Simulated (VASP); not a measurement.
Wanted: the native input for a VASP 6.6.1 run.

```
Task                   : single point
Functional             : PBE
Dispersion             : D3(BJ)
Potentials or basis    : VASP PAW PBE potentials, release 64 (I, Mg)
Cutoff                 : 520 eV
k mesh                 : 9 × 9 × 1
Occupations            : gaussian, width 0.05 eV
Spin                   : no spin polarisation
Dipole correction      : yes
Further INCAR settings : ALGO = Normal; EDIFF = 1e-07; NBANDS = 15
```

The structure of MgI2 lies in POSCAR:

```
MgI2
1.0
    4.1537001200      0.0000000000      0.0000000000
   -2.0768500600      3.5972098200      0.0000000000
    0.0000000000      0.0000000000     21.3262859737
I Mg
2 1
Direct
    0.3333333300      0.6666666700      0.4220144103
    0.6666666700      0.3333333300      0.5779855897
    0.0000000000      0.0000000000      0.5000000000
```

One way to write it, as run:

INCAR

```
PREC = Accurate ; ENCUT = 520
EDIFF = 1E-7 ; ISMEAR = 0
SIGMA = 0.05 ; LREAL = F
LASPH = T ; NELM = 80
ALGO = Normal ; ISIF = 2
LWAVE = F ; LCHARG = F
LDIPOL = T ; IDIPOL = 3
DIPOL = 0.5 0.5 0.500 ; GGA = PE
IVDW = 12 ; NBANDS = 15
```

KPOINTS

```
regular mesh
0
Gamma
  9 9 1
```

Potentials or basis: VASP PAW PBE potentials, release 64 (I, Mg).

Run with:

```bash
$ cat potpaw_PBE.64/I/POTCAR potpaw_PBE.64/Mg/POTCAR > POTCAR
$ mpirun -np 1 vasp_std > vasp.out
```

Results of the run:

* Largest force: 0.047 eV/Å
* Band gap on the k mesh: 3.71 eV (least direct gap 4.09 eV)
* Dispersion energy per atom: -0.234 eV

Caveat: spin-orbit coupling is left out, which moves the levels of the heavy elements.

It took 2.1 min on 1 thread of Intel(R) Xeon(R) Platinum 8488C (Sapphire Rapids), with other jobs on the host, peak memory 0.43 GiB.
